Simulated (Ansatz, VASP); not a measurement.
Os in VASP and in Ansatz

File INCAR:

```
ALGO = Normal
EDIFF = 1E-6
EDIFFG = -0.01
ENCUT = 600
GGA = CA
IBRION = 2
ISIF = 3
ISMEAR = -1
LASPH = True
LCHARG = False
LREAL = False
LWAVE = False
NELM = 100
NSW = 80
PREC = Accurate
SIGMA = 0.1
```

KPOINTS

```
k-points
0
Gamma
  13 13 4
```

Contents of POSCAR:

```
Os
1.0
    2.7047363762      0.0000000000      0.0000000000
   -1.3523681881      2.3423704123      0.0000000000
    0.0000000000      0.0000000000      8.8336690046
Os
4
Direct
    0.0000000000      0.0000000000      0.0000000000
    0.0000000000      0.0000000000      0.5000000000
    0.3333333333      0.6666666667      0.2500000000
    0.6666666667      0.3333333333      0.7500000000
```

Input for Ansatz:

```yaml
crystal:
  lattice:
    - [2.7047363762, 0.0, 0.0]
    - [-1.3523681881, 2.3423704123, 0.0]
    - [0.0, 0.0, 8.8336690046]
  atoms:
    - { symbol: Os, position: [0.0, 0.0, 0.0] }
    - { symbol: Os, position: [0.0, 0.0, 0.5] }
    - { symbol: Os, position: [0.3333333333, 0.6666666667, 0.25] }
    - { symbol: Os, position: [0.6666666667, 0.3333333333, 0.75] }
hamiltonian:
  xc: lda
  pseudopotentials:
    kind: paw
    azcp:
      Os: "pseudopotentials/Os.paw.azcp"
basis:
  ecutwfc: 420
  fft_grid_basis: typed
kpoints:
  mp_grid: { grid: [13, 13, 4], shift: [0, 0, 0] }
magnetization:
  spin_polarized: false
scf:
  occupations: { method: fermi_dirac, width: 0.1 }
relax:
  max_steps: 60
  f_tol: 0.01
  cell: {}
output:
  write_density: true
  write_potential: true
  elf: true
  volumetric_format: npy
```

Alike in both runs: task relaxation of cell and atoms; functional LDA; k mesh 13 × 13 × 4; occupations fermi-dirac, width 0.1 eV; no spin polarisation.

```csv
,VASP,Ansatz
version,VASP 6.6.1,Ansatz 0.2.0
potentials or method,"VASP PAW LDA potentials, release 64 (Os), cutoff 600 eV","plane waves (420 eV) with PAW, scalar-relativistic"
valence electrons in the cell,32,64
```

```tsv
	VASP	Ansatz	Ansatz less VASP
relaxed volume (Å³/atom)	13.79	13.75	-0.039
relaxed cell length with the largest relative difference (Å)	2.707	2.705	-0.0027
```

Ansatz warns that its potentials were made for another functional, while VASP's fit it. LDA's correlation is that of Perdew and Zunger in VASP and of Perdew and Wang (1992) in Ansatz. VASP's potentials hold 32 valence electrons a cell and Ansatz's 64, so a difference there can come from the potentials and not from the codes.

Neither program's run includes spin-orbit coupling. Noted on VASP's run: too few bands were computed for a metal, which touches its energy and stress.
